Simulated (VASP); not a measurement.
# SrRe6 (Im-3m) in VASP: notebook

Runs on SrRe6. Level: PBE. Tasks: single point.

All numbers are computed with VASP 6.6.1; they aren't measurements. Logs are shortened: lines on timing, memory, paths and dates and some standing lists are left out, and cuts for length are marked.

### 1 The cell of the first run

Symmetry: Im-3m, No. 229, cubic system. Conventional cell: a = 6.938 Å, b = 6.938 Å, c = 6.938 Å, α = 90.00°, β = 90.00°, γ = 90.00°. Sr (site symmetry m-3m) has 24 Re at 3.88 Å within 5.1 Å. Within 3.2 Å of Re (site symmetry -4m2) lie 4 Re at 2.45 Å.

The cell was built from a structure type or drawn by symmetry, and may not be a known phase.

### 2 Single point, PBE

Input file INCAR:

```
  PREC = Accurate
  ENCUT = 500
  EDIFF = 1E-6
  ISMEAR = 0
  SIGMA = 0.1
  LREAL = F
  LASPH = T
  NELM = 120
  ALGO = Normal
  ISIF = 2
  LWAVE = F
  LCHARG = F
  GGA = PE
  NBANDS = 59
  GGA_COMPAT = F
```

Input file KPOINTS:

```
Automatic mesh
0
Gamma
  8 8 8
```

Input file POSCAR:

```
SrRe6
1.0
   -3.4691825500      3.4691825500      3.4691825500
    3.4691825500     -3.4691825500      3.4691825500
    3.4691825500      3.4691825500     -3.4691825500
Sr Re
1 6
Direct
    0.0000000000      0.0000000000      0.0000000000
    0.7500000000      0.2500000000      0.5000000000
    0.2500000000      0.7500000000      0.5000000000
    0.5000000000      0.2500000000      0.7500000000
    0.7500000000      0.5000000000      0.2500000000
    0.5000000000      0.7500000000      0.2500000000
    0.2500000000      0.5000000000      0.7500000000
```

Potentials or basis: VASP PAW PBE potentials, release 64 (Sr_sv, Re_sv_GW).

On the command line:

```sh
> cat potpaw_PBE.64/Sr_sv/POTCAR potpaw_PBE.64/Re_sv_GW/POTCAR > POTCAR
> mpirun -np 1 vasp_std > vasp.out
```

OUTCAR:

```text
PREC = Accurate
   ENCUT = 500
   EDIFF = 1E-6
   ISMEAR = 0
   LREAL = F
   LASPH = T
   NELM = 120
   ISIF = 2
   GGA = PE

 ion  position               nearest neighbor table
   1  0.000  0.000  0.000-   2 3.88   3 3.88   4 3.88   7 3.88   2 3.88   3 3.88   4 3.88   5 3.88
                             6 3.88   7 3.88   2 3.88   3 3.88   5 3.88   7 3.88   2 3.88   5 3.88
   2  0.750  0.250  0.500-   4 2.45   5 2.45   7 2.45   6 2.45   1 3.88   1 3.88   1 3.88   1 3.88

   3  0.250  0.750  0.500-   4 2.45   6 2.45   7 2.45   5 2.45   1 3.88   1 3.88   1 3.88   1 3.88

   4  0.500  0.250  0.750-   2 2.45   5 2.45   7 2.45   3 2.45   1 3.88   1 3.88   1 3.88   1 3.88

   5  0.750  0.500  0.250-   2 2.45   3 2.45   6 2.45   4 2.45   1 3.88   1 3.88   1 3.88   1 3.88

   6  0.500  0.750  0.250-   2 2.45   3 2.45   5 2.45   7 2.45   1 3.88   1 3.88   1 3.88   1 3.88

   7  0.250  0.500  0.750-   3 2.45   4 2.45   6 2.45   2 2.45   1 3.88   1 3.88   1 3.88   1 3.88

  LATTYP: Found a body centered cubic cell.
 ALAT       =     6.9383651000

  Lattice vectors:

 A1 = (  -3.4691825500,   3.4691825500,   3.4691825500)
 A2 = (   3.4691825500,  -3.4691825500,   3.4691825500)
 A3 = (   3.4691825500,   3.4691825500,  -3.4691825500)

Analysis of symmetry for initial positions (statically):
=====================================================================
 Subroutine PRICEL returns:
 Original cell was already a primitive cell.

 Routine SETGRP: Setting up the symmetry group for a
 body centered cubic supercell.

 Subroutine GETGRP returns: Found 48 space group operations
 (whereof 48 operations were pure point group operations)
 out of a pool of 48 trial point group operations.

The static configuration has the point symmetry O_h .

Analysis of symmetry for dynamics (positions and initial velocities):
=====================================================================
 Subroutine PRICEL returns:
 Original cell was already a primitive cell.

 Routine SETGRP: Setting up the symmetry group for a
 body centered cubic supercell.

 Subroutine GETGRP returns: Found 48 space group operations
 (whereof 48 operations were pure point group operations)
 out of a pool of 48 trial point group operations.

The dynamic configuration has the point symmetry O_h .

 Subroutine INISYM returns: Found 48 space group operations
 (whereof 48 operations are pure point group operations),
 and found     1 'primitive' translations
[... 104 lines left out ...]
   NELM   =    120;   NELMIN=  2; NELMDL= -5     # of ELM steps
   EDIFF  = 0.1E-05   stopping-criterion for ELM
   LREAL  =      F    real-space projection
   EDIFFG = 0.1E-04   stopping-criterion for IOM
   NSW    =      0    number of steps for IOM
   IBRION =     -1    ionic relax: 0-MD 1-quasi-New 2-CG
   NFREE  =      0    steps in history (QN), initial steepest desc. (CG)
   ISIF   =      2    stress and relaxation
   ISYM   =      2    0-nonsym 1-usesym 2-fastsym
   POTIM  = 0.5000    time-step for ionic-motion
   TEBEG  =    0.0;   TEEND  =   0.0 temperature during run
   PSTRESS=    0.0 pullay stress
   NELECT =     100.0000    total number of electrons
   NUPDOWN=      -1.0000    fix difference up-down
   EMIN   =  10.00;   EMAX   =-10.00  energy-range for DOS
   EFERMI =   0.00;   METHOD = LEGACY
   ISMEAR =     0;   SIGMA  =   0.10  broadening in eV -4-tet -1-fermi 0-gaus
   EFERMI_NEDOS =   21; number of points for ismear=-14 and -15
   IALGO  =     38    algorithm
   IMIX   =      4    mixing-type and parameters
     AMIX     =   0.40;   BMIX     =  1.00
     AMIX_MAG =   1.60;   BMIX_MAG =  1.00
  volume/ion in A,a.u.               =      23.86       161.01
  Fermi-wavevector in a.u.,A,eV,Ry     =   1.379837  2.607513 25.904802  1.903949
  Thomas-Fermi vector in A             =   2.504769
   LORBIT       =      0    0 simple, 1 ext, 2 COOP (PROOUT), +10 PAW based schemes
   GGA     = PE    functional components
   LHFCALC =     F    Hartree Fock is set to
   AEXX    =    0.0000 exact exchange contribution
   IVDW    =     0    specifies the selected vdW correction
   LEPSILON=     F    determine dielectric tensor
   LRPA    =     F    only Hartree local field effects (RPA)
 non-spin polarized calculation
 Gauss-broadening in eV      SIGMA  =   0.10
  energy-cutoff  :      500.00
  volume of cell :      167.01
 maximum number of plane-waves:      4260
 NGX is ok and might be reduce to    48
   NGX = 21   NGY = 21   NGZ = 21

 number of electron     100.0000000 magnetization

 number of electron      99.9999982 magnetization

 Free energy of the ion-electron system (eV)
  ---------------------------------------------------
  ext. energy  EPLUGINS =         0.00000000
  ---------------------------------------------------
  free energy    TOTEN  =       -78.99757669 eV

  energy without entropy =      -78.97594583  energy(sigma->0) =      -78.98676126

 E-fermi :   6.2312     XC(G=0): -10.8905

 val. band max:        6.2216645242   @ k =   0.1250   0.0000   0.0000
 cond. band min:       6.2417365676   @ k =   0.2500   0.2500   0.1250
 fundamental gap:      0.0200720434
 Fermi energy:         6.2311935288

 k-point     1 :       0.0000    0.0000    0.0000
  band No.  band energies     occupation
      1     -73.4247      2.00000
      2     -73.2666      2.00000
      3     -73.2666      2.00000
      4     -73.2666      2.00000
      5     -73.1892      2.00000
      6     -73.1892      2.00000
[... 1477 lines left out ...]
     58       9.1456      0.00000
     59       9.3385      0.00000

 [... further k-points ...]
[... 5 lines left out ...]
  --------------------------------------------------------------------------------------
  -------------------------------------------------------------------------------------
  Total       -1.2749908     -1.2749908     -1.2749908      0.0000000      0.0000000      0.0000000
  in kB      -12.2314007    -12.2314007    -12.2314007      0.0000000      0.0000000      0.0000000
  external PRESSURE =     -12.2314007 kB  Pullay stress =       0.0000000 kB

 VOLUME and BASIS-vectors are now :
 -----------------------------------------------------------------------------
  energy-cutoff  :      500.00
  volume of cell :      167.01
      direct lattice vectors                 reciprocal lattice vectors
    -3.469182550  3.469182550  3.469182550     0.000000000  0.144126172  0.144126172
     3.469182550 -3.469182550  3.469182550     0.144126172  0.000000000  0.144126172
     3.469182550  3.469182550 -3.469182550     0.144126172  0.144126172  0.000000000

 POSITION                                       TOTAL-FORCE (eV/Angst)
 -----------------------------------------------------------------------------------
      0.00000      0.00000      0.00000        -0.000000     -0.000000      0.000000
     -0.00000      3.46918      1.73459         0.000000      0.000000      0.000000
      3.46918     -0.00000      1.73459        -0.000000      0.000000      0.000000
      1.73459      3.46918      0.00000        -0.000000     -0.000000     -0.000000
     -0.00000      1.73459      3.46918        -0.000000     -0.000000      0.000000
      1.73459     -0.00000      3.46918        -0.000000      0.000000     -0.000000
      3.46918      1.73459      0.00000         0.000000     -0.000000     -0.000000
 -----------------------------------------------------------------------------------
    total drift:                               -0.000000     -0.000000      0.000000

  FREE ENERGIE OF THE ION-ELECTRON SYSTEM (eV)
  ---------------------------------------------------
  free  energy   TOTEN  =       -78.9975766949 eV

  energy  without entropy=      -78.9759458288  energy(sigma->0) =      -78.98676126
```

Run time: 5.4 min. Hardware: 1 thread of Intel Xeon Platinum 8488C (Sapphire Rapids), shared host; peak memory 0.45 GiB.

Results:

```
Free energy            : -78.9976 eV
Pressure               : -1.2 GPa
Band gap on the k mesh : zero (bands 50 and 51 overlap by 2.04 eV)
```

Caveat: spin-orbit coupling is left out, which moves the levels of the heavy elements.

### 3 Single point, PBE

Input file INCAR:

```
SYSTEM = SrRe6
ALGO = Normal
EDIFF = 1E-6
ENCUT = 500
GGA = PE
GGA_COMPAT = .FALSE.
ISIF = 2
ISMEAR = 0
LASPH = .TRUE.
LCHARG = .TRUE.
LELF = .TRUE.
LREAL = .FALSE.
LVHAR = .TRUE.
LWAVE = .FALSE.
NBANDS = 59
NELM = 120
PREC = Accurate
SIGMA = 0.1
```

Input file KPOINTS:

```
k-points
0
G
  8 8 8
  0 0 0
```

POSCAR is that of step 2.

Potentials or basis: VASP PAW PBE potentials, release 64 (Sr_sv, Re_sv_GW).

On the command line:

```sh
> cat potpaw_PBE.64/Sr_sv/POTCAR potpaw_PBE.64/Re_sv_GW/POTCAR > POTCAR
> mpirun -np 1 vasp_std > vasp.out
```

It took 2.7 min on 1 thread of Intel Xeon 6975P-C (Granite Rapids), shared host; peak memory 0.44 GiB.

Results (log left out):

- Free energy: -78.9976 eV
- Pressure: -1.2 GPa
- Band gap on the k mesh: zero (bands 50 and 51 overlap by 2.04 eV)

Levels at points of the mesh, in eV from the Fermi level:
| k point | band 48 | band 49 | band 50 | band 51 | band 52 | band 53 |
| --- | --- | --- | --- | --- | --- | --- |
| (0.00, 0.00, 0.00) | -1.00 | -0.75 | -0.75 | -0.75 | -0.11 | -0.11 |
| (0.50, 0.00, 0.00) | -0.65 | -0.57 | -0.39 | 0.36 | 0.36 | 1.20 |
| (0.50, 0.50, 0.50) | -1.07 | -1.07 | 1.28 | 1.43 | 1.43 | 1.43 |

Caveat: spin-orbit coupling is left out, which moves the levels of the heavy elements.
